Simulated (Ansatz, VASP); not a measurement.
Two plane-wave programs on Ti

Contents of INCAR:

```
ALGO = Normal
DIPOL = 0.5 0.5 0.306
EDIFF = 1E-7
ENCUT = 520
GGA = PE
IDIPOL = 3
ISIF = 2
ISMEAR = 0
LASPH = True
LCHARG = True
LDIPOL = True
LELF = True
LREAL = False
LVACPOTAV = True
LVHAR = True
LWAVE = False
NBANDS = 84
NELM = 80
PREC = Accurate
SIGMA = 0.1
```

Contents of KPOINTS:

```
k-points
0
Gamma
  5 5 1
```

File POSCAR:

```
Ti
1.0
    5.8150893847      0.0000000000      0.0000000000
    0.0000000000      5.8150893847      0.0000000000
    0.0000000000      0.0000000000     19.3059825436
Ti
12
Direct
    0.2500000000      0.2500000000      0.2071896621
    0.2500000000      0.7500000000      0.2071896621
    0.7500000000      0.2500000000      0.2071896621
    0.7500000000      0.7500000000      0.2071896621
    0.0000000000      0.0000000000      0.3057583574
    0.0000000000      0.5000000000      0.3057583574
    0.5000000000      0.0000000000      0.3057583574
    0.5000000000      0.5000000000      0.3057583574
    0.2500000000      0.2500000000      0.4043297214
    0.2500000000      0.7500000000      0.4043297214
    0.7500000000      0.2500000000      0.4043297214
    0.7500000000      0.7500000000      0.4043297214
```

Input for Ansatz:

```yaml
crystal:
  lattice:
    - [5.8150893847, 0.0, 0.0]
    - [0.0, 5.8150893847, 0.0]
    - [0.0, 0.0, 19.3059825436]
  atoms:
    - { symbol: Ti, position: [0.25, 0.25, 0.2071896621] }
    - { symbol: Ti, position: [0.25, 0.75, 0.2071896621] }
    - { symbol: Ti, position: [0.75, 0.25, 0.2071896621] }
    - { symbol: Ti, position: [0.75, 0.75, 0.2071896621] }
    - { symbol: Ti, position: [0.0, 0.0, 0.3057583574] }
    - { symbol: Ti, position: [0.0, 0.5, 0.3057583574] }
    - { symbol: Ti, position: [0.5, 0.0, 0.3057583574] }
    - { symbol: Ti, position: [0.5, 0.5, 0.3057583574] }
    - { symbol: Ti, position: [0.25, 0.25, 0.4043297214] }
    - { symbol: Ti, position: [0.25, 0.75, 0.4043297214] }
    - { symbol: Ti, position: [0.75, 0.25, 0.4043297214] }
    - { symbol: Ti, position: [0.75, 0.75, 0.4043297214] }
basis:
  ecutwfc: 420
kpoints:
  mp_grid: { grid: [5, 5, 1] }
hamiltonian:
  xc: pbe
  pseudopotentials: { kind: paw, azcp: { folder: soft_1 } }
scf:
  occupations: { method: gaussian, width: 0.1 }
output:
  forces: true
  eigenvalues: true
efield:
  axis: 3
  dipole_correction: true
  ramp_width: 0.04
```

Alike in both runs: task single point; functional PBE; k mesh 5 × 5 × 1; occupations gaussian, width 0.1 eV; no spin polarisation.

|  | VASP | Ansatz |
| --- | --- | --- |
| version | VASP 6.6.1 | Ansatz 0.2.0 |
| potentials or method | VASP PAW PBE potentials, release 64 (Ti_sv), cutoff 520 eV | scalar-relativistic, plane waves, PAW |
| valence electrons in the cell | 144 | 144 |

VASP gave:

| Property | Result |
| --- | --- |
| gap on the k mesh at the Fermi level (eV) | none |
| rms of the force components (eV/Å) | 0.009 |
| work function, face that differs most (eV) | 3.93 |

Estimate Ansatz's values.

gap on the k mesh at the Fermi level (eV): none; rms of the force components (eV/Å): 0.002; work function, face that differs most (eV): 3.93.

Atom by atom the forces differ by 0.007 eV/Å (rms over components). A gap of «none» marks a metal or a gap that the smearing closes. Ansatz's warnings: vacuum below fermi.
